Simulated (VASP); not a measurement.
# SiO2 (P6_422) in VASP: notebook, part 3 of 3

VASP 6.6.1.

## (5) Single point, LDA

This run uses another cell than the first one, of 13.59 Å³/atom, 1.014 times its volume.

Contents of INCAR:

```
SYSTEM = SiO2
ALGO = Normal ; EDIFF = 1E-6
ENCUT = 520 ; ISIF = 2
ISMEAR = 0 ; LASPH = .TRUE.
LCHARG = .FALSE. ; LREAL = .FALSE.
LWAVE = .FALSE. ; NBANDS = 34
NELM = 80 ; PREC = Accurate
SIGMA = 0.02
```

Contents of KPOINTS:

```
k-points
0
G
  6 6 4
  0 0 0
```

Contents of POSCAR:

```
SiO2
1.0
    5.0502547286      0.0000000000      0.0000000000
   -2.5251273643      4.3736488905      0.0000000000
    0.0000000000      0.0000000000      5.5370624747
Si O
3 6
Direct
    0.0000000000      0.5000000000      0.3333333333
    0.5000000000      0.5000000000      0.6666666667
    0.5000000000      0.0000000000      0.0000000000
    0.5833776014      0.7916888007      0.8333333333
    0.7916888007      0.5833776014      0.5000000000
    0.7916888007      0.2083111993      0.1666666667
    0.4166223986      0.2083111993      0.8333333333
    0.2083111993      0.4166223986      0.5000000000
    0.2083111993      0.7916888007      0.1666666667
```

Potentials or basis: VASP PAW LDA potentials, release 64 (Si, O).

Launch:

```bash
$ cat potpaw_LDA.64/Si/POTCAR potpaw_LDA.64/O/POTCAR > POTCAR
$ mpirun -np 1 vasp_std > vasp.out
```

OUTCAR:

```text
SYSTEM = SiO2
   EDIFF = 1E-6
   ENCUT = 520
   ISIF = 2
   ISMEAR = 0
   LASPH = .TRUE.
   LREAL = .FALSE.
   NELM = 80
   PREC = Accurate

 ion  position               nearest neighbor table
   1  0.000  0.500  0.333-   6 1.61   9 1.61   8 1.61   5 1.61   3 3.13   3 3.13   2 3.13   2 3.13

   2  0.500  0.500  0.667-   4 1.61   7 1.61   5 1.61   8 1.61   3 3.13   3 3.13   1 3.13   1 3.13

   3  0.500  0.000  0.000-   4 1.61   7 1.61   6 1.61   9 1.61   1 3.13   2 3.13   2 3.13   1 3.13

   4  0.583  0.792  0.833-   2 1.61   3 1.61
   5  0.792  0.583  0.500-   1 1.61   2 1.61
   6  0.792  0.208  0.167-   1 1.61   3 1.61
   7  0.417  0.208  0.833-   2 1.61   3 1.61
   8  0.208  0.417  0.500-   1 1.61   2 1.61
   9  0.208  0.792  0.167-   1 1.61   3 1.61

  LATTYP: Found a hexagonal cell.
 ALAT       =     5.0502547286
 C/A-ratio  =     1.0963927113

  Lattice vectors:

 A1 = (   5.0502547286,   0.0000000000,   0.0000000000)
 A2 = (  -2.5251273643,   4.3736488905,   0.0000000000)
 A3 = (   0.0000000000,   0.0000000000,   5.5370624747)

Analysis of symmetry for initial positions (statically):
=====================================================================
 Subroutine PRICEL returns:
 Original cell was already a primitive cell.

 Routine SETGRP: Setting up the symmetry group for a
 hexagonal supercell.

 Subroutine GETGRP returns: Found 12 space group operations
 (whereof  4 operations were pure point group operations)
 out of a pool of 24 trial point group operations.

The static configuration has the point symmetry D_2 .
 The point group associated with its full space group is D_6 .

Analysis of symmetry for dynamics (positions and initial velocities):
=====================================================================
 Subroutine PRICEL returns:
[... 143 lines left out ...]
  Thomas-Fermi vector in A             =   2.334490
   LORBIT       =      0    0 simple, 1 ext, 2 COOP (PROOUT), +10 PAW based schemes
   GGA     = CA    functional components
   LHFCALC =     F    Hartree Fock is set to
   AEXX    =    0.0000 exact exchange contribution
   IVDW    =     0    specifies the selected vdW correction
   LEPSILON=     F    determine dielectric tensor
   LRPA    =     F    only Hartree local field effects (RPA)
 non-spin polarized calculation
 Gauss-broadening in eV      SIGMA  =   0.02
  energy-cutoff  :      520.00
  volume of cell :      122.30
 maximum number of plane-waves:      3344
 NGX is ok and might be reduce to    40
   NGX = 19   NGY = 19   NGZ = 21

 number of electron      47.9999975 magnetization

 Free energy of the ion-electron system (eV)
  ---------------------------------------------------
  ext. energy  EPLUGINS =         0.00000000
  ---------------------------------------------------
  free energy    TOTEN  =       -77.81164192 eV

  energy without entropy =      -77.81164192  energy(sigma->0) =      -77.81164192

 E-fermi :   0.4451     XC(G=0):  -9.3313

 val. band max:        0.3139088794   @ k =   0.5000   0.0000   0.0000
 cond. band min:       5.7827491031   @ k =   0.0000   0.0000   0.0000
 fundamental gap:      5.4688402237
 Fermi energy:         0.4450744827

 k-point     1 :       0.0000    0.0000    0.0000
  band No.  band energies     occupation
      1     -18.8986      2.00000
      2     -17.3859      2.00000
      3     -17.3859      2.00000
      4     -16.7528      2.00000
      5     -16.7012      2.00000
      6     -16.7012      2.00000
[... 766 lines left out ...]
     33      11.4818      0.00000
     34      11.5327      0.00000

------------------------ aborting loop because EDIFF is reached ----------------------------------------

  FORCE on cell =-STRESS in cart. coord.  units (eV):
  Direction    XX          YY          ZZ          XY          YZ          ZX
  --------------------------------------------------------------------------------------
  -------------------------------------------------------------------------------------
  Total       -0.3131909     -0.3131909     -0.3117647     -0.0000000     -0.0000000      0.0000000
  in kB       -4.1028262     -4.1028262     -4.0841426     -0.0000000     -0.0000000      0.0000000
  external PRESSURE =      -4.0965983 kB  Pullay stress =       0.0000000 kB

 VOLUME and BASIS-vectors are now :
 -----------------------------------------------------------------------------
  energy-cutoff  :      520.00
  volume of cell :      122.30
      direct lattice vectors                 reciprocal lattice vectors
     5.050254729  0.000000000  0.000000000     0.198009814  0.114321019  0.000000000
    -2.525127364  4.373648891  0.000000000     0.000000000  0.228642039  0.000000000
     0.000000000  0.000000000  5.537062475     0.000000000  0.000000000  0.180601177

 POSITION                                       TOTAL-FORCE (eV/Angst)
 -----------------------------------------------------------------------------------
     -1.26256      2.18682      1.84569         0.000000      0.000000      0.000000
      1.26256      2.18682      3.69137         0.000000      0.000000     -0.000000
      2.52513      0.00000      0.00000         0.000000      0.000000      0.000000
      0.94709      3.46257      4.61422         0.000210      0.000121      0.000000
      2.52513      2.55149      2.76853        -0.000000      0.000243      0.000000
      3.47222      0.91108      0.92284         0.000210     -0.000121     -0.000000
      1.57804      0.91108      4.61422        -0.000210     -0.000121     -0.000000
      0.00000      1.82216      2.76853         0.000000     -0.000243      0.000000
     -0.94709      3.46257      0.92284        -0.000210      0.000121      0.000000
 -----------------------------------------------------------------------------------
    total drift:                                0.000000     -0.000000     -0.000001

  FREE ENERGIE OF THE ION-ELECTRON SYSTEM (eV)
  ---------------------------------------------------
  free  energy   TOTEN  =       -77.8116419189 eV

  energy  without entropy=      -77.8116419189  energy(sigma->0) =      -77.81164192
```

stdout:

```text
POSCAR found type information on POSCAR SiO
 POSCAR found :  2 types and       9 ions
 scaLAPACK will be used
 LDA part: xc-table for (Slater(with rela. corr.)+CA(PZ))
 , standard interpolation
 POSCAR, INCAR and KPOINTS ok, starting setup
 FFT: planning ... GRIDC
 FFT: planning ... GRID_SOFT
 FFT: planning ... GRID
 WAVECAR not read
 entering main loop
```

Run time: 71 s. Hardware: 1 thread of Intel Xeon Platinum 8259CL at 2.50GHz (Skylake/Cascade Lake), shared host; peak memory 0.22 GiB.

What came out:

| Quantity | Value |
| --- | --- |
| Free energy | -77.8116 eV |
| Pressure | -0.4 GPa |
| Band gap on the k mesh | 5.47 eV, indirect (least direct gap 5.66 eV) |

Levels at points of the mesh, in eV from the valence-band top:
| k point | band 22 | band 23 | band 24 | band 25 | band 26 | band 27 |
| --- | --- | --- | --- | --- | --- | --- |
| (0.00, 0.00, 0.00) | -0.48 | -0.48 | -0.19 | 5.47 | 8.70 | 8.70 |
| (0.50, 0.00, 0.00) | -1.02 | -0.36 | 0.00 | 7.51 | 8.35 | 9.37 |
| (0.00, 0.00, 0.50) | -0.29 | 0.00 | 0.00 | 7.29 | 7.29 | 8.18 |
| (0.50, 0.00, 0.50) | -0.74 | -0.71 | -0.35 | 8.52 | 8.95 | 8.97 |

## (6) Summary

```csv
cell,gap on the mesh (eV),pressure (GPa),largest force (eV/Å)
"a = 5.024, b = 5.024, c = 5.516 Å, angles 90.0, 90.0, 120.0°, 9 atoms",5.52,1.6,0.01
"a = 5.039, b = 5.039, c = 5.525 Å, angles 90.0, 90.0, 120.0°, 9 atoms",5.49,0.6,0.01
"a = 5.050, b = 5.050, c = 5.537 Å, angles 90.0, 90.0, 120.0°, 9 atoms",5.47,-0.4,-
```

Alike in all rows: task single point; level LDA; potentials or basis VASP PAW LDA potentials, release 64 (Si, O); no spin polarisation; k mesh 6 × 6 × 4; cutoff (eV) 520; smearing gaussian 0.02 eV.

Total energies depend on the potentials used, so only differences within one code and one set of settings carry meaning.
